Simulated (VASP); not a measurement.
# P (Cmce) in VASP: further runs

Aim: see how the results for P move with the level of theory and the settings. Levels: PBE, PBEsol. Tasks: single point.

Program: VASP 6.6.1. These are calculated values, not measurements. Logs are shortened: lines on timing, memory, paths and dates and some standing lists are left out, and cuts for length are marked.

**1. The cell of the first run**

It takes space group Cmce (No. 64, orthorhombic). Conventional cell: a = 3.311 Å, b = 11.260 Å, c = 4.559 Å, α = 90.00°, β = 90.00°, γ = 90.00°. P (site symmetry m) has 3 P at 2.23 to 2.26 Å within 2.9 Å.

**2. Single point, PBE**

The input, INCAR:

```
ALGO = Normal
EDIFF = 1E-6
ENCUT = 520
GGA = PE
ISIF = 2
ISMEAR = -1
LASPH = T
LCHARG = T
LELF = T
LREAL = F
LVHAR = T
LWAVE = F
NBANDS = 18
NELM = 100
PREC = Accurate
SIGMA = 0.05
```

The input, KPOINTS:

```
k-points
0
Gamma
  8 8 6
```

The input, POSCAR:

```
P
1.0
    1.6556449972     -5.6301846350      0.0000000000
    1.6556449972      5.6301846350      0.0000000000
    0.0000000000      0.0000000000      4.5589674544
P
4
Direct
    0.9057649023      0.0942350977      0.5863807508
    0.0942350977      0.9057649023      0.4136192492
    0.5942350977      0.4057649023      0.0863807508
    0.4057649023      0.5942350977      0.9136192492
```

Potentials or basis: VASP PAW PBE potentials, release 64 (P).

Started as:

```
> cat potpaw_PBE.64/P/POTCAR > POTCAR
> mpirun -np 1 vasp_std > vasp.out
```

OUTCAR:

```text
EDIFF = 1E-6
   ENCUT = 520
   GGA = PE
   ISIF = 2
   ISMEAR = -1
   LASPH = T
   LREAL = F
   NELM = 100
   PREC = Accurate

 ion  position               nearest neighbor table
   1  0.906  0.094  0.586-   4 2.23   4 2.23   2 2.26
   2  0.094  0.906  0.414-   3 2.23   3 2.23   1 2.26
   3  0.594  0.406  0.086-   2 2.23   2 2.23   4 2.26
   4  0.406  0.594  0.914-   1 2.23   1 2.23   3 2.26

  LATTYP: Found a base centered orthorhombic cell.
 ALAT       =     3.3112899944
 B/A-ratio  =     3.4005989476
 C/A-ratio  =     1.3767949839

  Lattice vectors:

 A1 = (   1.6556449972,  -5.6301846350,   0.0000000000)
 A2 = (   1.6556449972,   5.6301846350,   0.0000000000)
 A3 = (   0.0000000000,   0.0000000000,   4.5589674544)

Analysis of symmetry for initial positions (statically):
=====================================================================
 Subroutine PRICEL returns:
 Original cell was already a primitive cell.

 Routine SETGRP: Setting up the symmetry group for a
 base centered orthorhombic supercell.

 Subroutine GETGRP returns: Found  8 space group operations
 (whereof  4 operations were pure point group operations)
 out of a pool of  8 trial point group operations.

The static configuration has the point symmetry C_2h.
 The point group associated with its full space group is D_2h.

Analysis of symmetry for dynamics (positions and initial velocities):
=====================================================================
 Subroutine PRICEL returns:
 Original cell was already a primitive cell.

 Routine SETGRP: Setting up the symmetry group for a
 base centered orthorhombic supercell.

 Subroutine GETGRP returns: Found  8 space group operations
 (whereof  4 operations were pure point group operations)
 out of a pool of  8 trial point group operations.

The dynamic configuration has the point symmetry C_2h.
 The point group associated with its full space group is D_2h.

 Subroutine INISYM returns: Found  8 space group operations
 (whereof  4 operations are pure point group operations),
 and found     1 'primitive' translations

----------------------------------------------------------------------------------------

                                     Primitive cell

  volume of cell :      84.9936

  direct lattice vectors                    reciprocal lattice vectors
     1.655644997 -5.630184635  0.000000000     0.301997107 -0.088807034  0.000000000
     1.655644997  5.630184635  0.000000000     0.301997107  0.088807034  0.000000000
     0.000000000  0.000000000  4.558967454     0.000000000  0.000000000  0.219347914

  length of vectors
     5.868572176  5.868572176  4.558967454     0.314783961  0.314783961  0.219347914

  position of ions in fractional coordinates (direct lattice)
     0.905764902  0.094235098  0.586380751
     0.094235098  0.905764902  0.413619249
     0.594235098  0.405764902  0.086380751
     0.405764902  0.594235098  0.913619249

  ion indices of the primitive-cell ions
   primitive index   ion index
                 1           1
                 2           2
                 3           3
                 4           4

----------------------------------------------------------------------------------------

 KPOINTS: k-points

Automatic generation of k-mesh.
 Grid dimensions read from file:
 generate k-points for:    8    8    6

 Generating k-lattice:

  Cartesian coordinates                     Fractional coordinates (reciprocal lattice)
     0.037749638 -0.011100879  0.000000000     0.125000000  0.000000000  0.000000000
     0.037749638  0.011100879  0.000000000     0.000000000  0.125000000  0.000000000
     0.000000000  0.000000000  0.036557986     0.000000000  0.000000000  0.166666667

  Length of vectors
     0.039347995  0.039347995  0.036557986

  Shift w.r.t. Gamma in fractional coordinates (k-lattice)
     0.000000000  0.000000000  0.000000000

 Subroutine IBZKPT returns following result:
 ===========================================

 Found     84 irreducible k-points:

 Following reciprocal coordinates:
            Coordinates               Weight
  0.000000  0.000000  0.000000      1.000000
  0.125000  0.000000  0.000000      4.000000
  0.250000  0.000000  0.000000      4.000000
  0.375000  0.000000  0.000000      4.000000
  0.500000  0.000000  0.000000      2.000000
  0.125000  0.125000  0.000000      2.000000
[... 16 lines left out ...]
  0.125000  0.000000  0.166667      8.000000
  0.250000  0.000000  0.166667      8.000000
 [... further k-points ...]
   k-points           NKPTS =     84   k-points in BZ     NKDIM =     84   number of bands    NBANDS=     18
   number of dos      NEDOS =    301   number of ions     NIONS =      4
   total plane-waves  NPLWV =  82944
   dimension x,y,z NGX =    48 NGY =   48 NGZ =   36
   dimension x,y,z NGXF=    96 NGYF=   96 NGZF=   72
   ions per type =               4
   NGX,Y,Z   is equivalent  to a cutoff of  13.60, 13.60, 13.13 a.u.
   NGXF,Y,Z  is equivalent  to a cutoff of  27.20, 27.20, 26.26 a.u.
 SYSTEM =  unknown system
   PREC   = accura    normal or accurate (medium, high low for compatibility)
   ISTART =      0    job   : 0-new  1-cont  2-samecut
   ICHARG =      2    charge: 1-file 2-atom 10-const
   ISPIN  =      1    spin polarized calculation?
   LNONCOLLINEAR =      F non collinear calculations
   LSORBIT =      F    spin-orbit coupling
   LASPH  =      T    aspherical Exc in radial PAW
   ENCUT  =  520.0 eV  38.22 Ry    6.18 a.u.  10.91 10.91  8.48*2*pi/ulx,y,z
   NELM   =    100;   NELMIN=  2; NELMDL= -5     # of ELM steps
   EDIFF  = 0.1E-05   stopping-criterion for ELM
   LREAL  =      F    real-space projection
   EDIFFG = 0.1E-04   stopping-criterion for IOM
   NSW    =      0    number of steps for IOM
   IBRION =     -1    ionic relax: 0-MD 1-quasi-New 2-CG
   NFREE  =      0    steps in history (QN), initial steepest desc. (CG)
   ISIF   =      2    stress and relaxation
   ISYM   =      2    0-nonsym 1-usesym 2-fastsym
   POTIM  = 0.5000    time-step for ionic-motion
   TEBEG  =    0.0;   TEEND  =   0.0 temperature during run
   PSTRESS=    0.0 pullay stress
   NELECT =      20.0000    total number of electrons
   NUPDOWN=      -1.0000    fix difference up-down
   EMIN   =  10.00;   EMAX   =-10.00  energy-range for DOS
   EFERMI =   0.00;   METHOD = LEGACY
   ISMEAR =    -1;   SIGMA  =   0.05  broadening in eV -4-tet -1-fermi 0-gaus
   EFERMI_NEDOS =   21; number of points for ismear=-14 and -15
   IALGO  =     38    algorithm
   IMIX   =      4    mixing-type and parameters
     AMIX     =   0.40;   BMIX     =  1.00
     AMIX_MAG =   1.60;   BMIX_MAG =  1.00
  volume/ion in A,a.u.               =      21.25       143.39
  Fermi-wavevector in a.u.,A,eV,Ry     =   1.010701  1.909948 13.898577  1.021517
  Thomas-Fermi vector in A             =   2.143706
   LORBIT       =      0    0 simple, 1 ext, 2 COOP (PROOUT), +10 PAW based schemes
   GGA     = PE    functional components
[... 5 lines left out ...]
 non-spin polarized calculation
  energy-cutoff  :      520.00
  volume of cell :       84.99
 maximum number of plane-waves:      2309
 NGX is ok and might be reduce to    48
   NGX = 21   NGY = 21   NGZ = 17

 number of electron      19.9999999 magnetization

 Free energy of the ion-electron system (eV)
  ---------------------------------------------------
  ext. energy  EPLUGINS =         0.00000000
  ---------------------------------------------------
  free energy    TOTEN  =       -21.50577738 eV

  energy without entropy =      -21.50544003  energy(sigma->0) =      -21.50560871

 E-fermi :   5.4319     XC(G=0):  -9.2404

 val. band max:        5.3584365993   @ k =   0.5000   0.5000   0.0000
 cond. band min:       5.4984328884   @ k =   0.5000   0.5000   0.0000
 fundamental gap:      0.1399962891
 Fermi energy:         5.4318841535

 k-point     1 :       0.0000    0.0000    0.0000
  band No.  band energies     occupation
      1     -10.1109      2.00000
      2      -7.4508      2.00000
      3      -4.2274      2.00000
      4      -1.1088      2.00000
      5       0.3886      2.00000
      6       0.6155      2.00000
[... 10 lines left out ...]
     17      12.1569      0.00000
     18      12.5837      0.00000

 k-point     2 :       0.1250    0.0000    0.0000
  band No.  band energies     occupation
      1      -9.9225      2.00000
      2      -7.2683      2.00000
      3      -4.3156      2.00000
      4      -0.9430      2.00000
      5       0.0708      2.00000
      6       0.6755      2.00000
[... 10 lines left out ...]
     17      11.3685      0.00000
     18      12.0694      0.00000

 k-point     3 :       0.2500    0.0000    0.0000
  band No.  band energies     occupation
      1      -9.3639      2.00000
      2      -6.7221      2.00000
      3      -4.8123      2.00000
      4      -1.2707      2.00000
      5      -0.4843      2.00000
      6      -0.3360      2.00000
[... 10 lines left out ...]
     17      11.0379      0.00000
     18      11.9573      0.00000

 k-point     4 :       0.3750    0.0000    0.0000
  band No.  band energies     occupation
      1      -8.4590      2.00000
      2      -5.9285      2.00000
      3      -5.8165      2.00000
      4      -3.0040      2.00000
      5      -0.4069      2.00000
      6       0.0555      2.00000
[... 375 lines left out ...]
      4      -1.4793      2.00000
      5       0.2149      2.00000
      6       1.1703      2.00000
[... 10 lines left out ...]
     17      12.5827      0.00000
     18      12.7000      0.00000

 k-point    23 :       0.1250    0.0000    0.1667
  band No.  band energies     occupation
      1      -9.7834      2.00000
      2      -7.4852      2.00000
      3      -4.2739      2.00000
      4      -1.4045      2.00000
      5       0.1590      2.00000
      6       0.4647      2.00000
[... 10 lines left out ...]
     17      11.9338      0.00000
     18      12.4039      0.00000

 k-point    24 :       0.2500    0.0000    0.1667
  band No.  band energies     occupation
      1      -9.2290      2.00000
      2      -6.9663      2.00000
      3      -4.6309      2.00000
      4      -1.7069      2.00000
      5      -0.6201      2.00000
      6      -0.1984      2.00000
[... 10 lines left out ...]
     17      11.0569      0.00000
     18      12.1497      0.00000

 [... further k-points ...]
[... 5 lines left out ...]
  --------------------------------------------------------------------------------------
  -------------------------------------------------------------------------------------
  Total       -0.1460756     -0.1441723     -0.1538393      0.0000000     -0.0000000      0.0000000
  in kB       -2.7536068     -2.7177292     -2.8999572      0.0000000     -0.0000000      0.0000000
  external PRESSURE =      -2.7904310 kB  Pullay stress =       0.0000000 kB

 VOLUME and BASIS-vectors are now :
 -----------------------------------------------------------------------------
  energy-cutoff  :      520.00
  volume of cell :       84.99
      direct lattice vectors                 reciprocal lattice vectors
     1.655644997 -5.630184635  0.000000000     0.301997107 -0.088807034  0.000000000
     1.655644997  5.630184635  0.000000000     0.301997107  0.088807034  0.000000000
     0.000000000  0.000000000  4.558967454     0.000000000  0.000000000  0.219347914

 POSITION                                       TOTAL-FORCE (eV/Angst)
 -----------------------------------------------------------------------------------
      1.65564     -4.56906      2.67329         0.000000     -0.037596      0.031130
      1.65564      4.56906      1.88568         0.000000      0.037596     -0.031130
      1.65564     -1.06112      0.39381         0.000000      0.037596      0.031130
      1.65564      1.06112      4.16516         0.000000     -0.037596     -0.031130
 -----------------------------------------------------------------------------------
    total drift:                                0.000000     -0.000000      0.000000

  FREE ENERGIE OF THE ION-ELECTRON SYSTEM (eV)
  ---------------------------------------------------
  free  energy   TOTEN  =       -21.5057773817 eV

  energy  without entropy=      -21.5054400299  energy(sigma->0) =      -21.50560871
```

It took 59 s on 1 thread of Intel Xeon 6975P-C (Granite Rapids), shared host; peak memory 0.3 GiB.

Results:

| Property | Result |
| --- | --- |
| Free energy | -21.5058 eV |
| Pressure | -0.3 GPa |
| Largest force | 0.049 eV/Å |
| Band gap on the k mesh | 0.14 eV, direct |

Forces on the atoms (eV/Å):
```
P    0.000 -0.038  0.031
P    0.000  0.038 -0.031
P    0.000  0.038  0.031
P    0.000 -0.038 -0.031
```

**3. Single point, PBEsol**

This run uses another cell than the first one, of 20.46 Å³/atom, 0.963 times its volume.

The input, INCAR:

```
SYSTEM = P
PREC = Accurate
ENCUT = 520
EDIFF = 1E-7
ISMEAR = -1
SIGMA = 0.03
LREAL = .False.
LASPH = .True.
NELM = 80
ALGO = Normal
ISIF = 2
LWAVE = .False.
LCHARG = .False.
GGA = PS
NBANDS = 18
```

The input, KPOINTS:

```
regular mesh
0
Gamma
  5 5 4
  0 0 0
```

The input, POSCAR:

```
P
1.0
    1.6477431241     -5.4650377251      0.0000000000
    1.6477431241      5.4650377251      0.0000000000
    0.0000000000      0.0000000000      4.5436355900
P
4
Direct
    0.9041431300      0.0958568700      0.5888151700
    0.0958568700      0.9041431300      0.4111848300
    0.5958568700      0.4041431300      0.0888151700
    0.4041431300      0.5958568700      0.9111848300
```

Potentials or basis: VASP PAW PBE potentials, release 64 (P).

Started as:

```
> cat potpaw_PBE.64/P/POTCAR > POTCAR
> mpirun -np 1 vasp_std > vasp.out
```

It took 30 s on 1 thread of Intel Xeon Platinum 8488C (Sapphire Rapids), shared host; peak memory 0.22 GiB.

It converged, with:

```
Free energy            : -22.9360 eV
Pressure               : -0.6 GPa
Largest force          : 0.275 eV/Å
Band gap on the k mesh : 0.38 eV, direct
```

Forces in eV/Å, atoms in the order of the input:
```
P    0.000  0.067 -0.266
P    0.000 -0.067  0.266
P    0.000 -0.067 -0.266
P    0.000  0.067  0.266
```

Stress tensor (GPa, compression positive):
```
-0.27  0.00  0.00
 0.00 -0.72  0.00
 0.00  0.00 -0.80
```

Levels at points of the mesh, in eV from the valence-band top:
| k point | band 7 | band 8 | band 9 | band 10 | band 11 | band 12 | band 13 | band 14 |
| --- | --- | --- | --- | --- | --- | --- | --- | --- |
| (0.00, 0.00, 0.00) | -3.97 | -2.73 | -2.47 | -1.12 | 0.61 | 1.04 | 1.95 | 2.91 |
| (0.00, 0.00, 0.50) | -3.18 | -3.18 | -1.57 | -1.57 | 1.48 | 1.48 | 2.97 | 2.97 |

Caveat: the PAW data sets were made with another functional, which shifts forces and pressure a little. A k mesh can miss the band edges.

[end of part 1 of 2]
